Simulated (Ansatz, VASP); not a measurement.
## One calculation of Si3N4, two programs

```
Si N
1.0
     4.12532    0.00000    0.00000
     0.00000    4.12532    0.00000
     0.00000    0.00000    4.12532
Si N
3 4
Direct
  0.50000 0.50000 0.00000
  0.00000 0.50000 0.50000
  0.50000 0.00000 0.50000
  0.50000 0.50000 0.50000
  0.50000 0.00000 0.00000
  0.00000 0.50000 0.00000
  0.00000 0.00000 0.50000
```

Change from the starting cell: species swapped into the W3N4 type (Pm-3m, No. 221).

Alike in both runs: task relaxation of cell and atoms; functional PBE; k mesh 4 × 4 × 4; occupations gaussian, width 0.1 eV; no spin polarisation.

|  | VASP | Ansatz |
| --- | --- | --- |
| version | VASP 6.6.1 | Ansatz 0.2.0 |
| potentials or method | VASP PAW PBE potentials, release 64 (Si, N), cutoff 600 eV | scalar-relativistic, plane waves, PAW |
| valence electrons in the cell | 32 | 32 |

VASP gave:

```
gap on the k mesh at the Fermi level, each at its own relaxed structure (eV) : none
relaxed volume (Å³/atom)                                                     : 7.98
relaxed cell length with the largest relative difference (Å)                 : 3.823
```

Estimate Ansatz's values.

gap on the k mesh at the Fermi level, each at its own relaxed structure (eV): none; relaxed volume (Å³/atom): 7.99; relaxed cell length with the largest relative difference (Å): 3.824.

A gap of «none» marks a metal or a gap that the smearing closes.

The k mesh is coarse, so the values compare programs but aren't converged. Noted on VASP's run: the volume moved by over 15 % at a fixed basis, so the end points are rough.
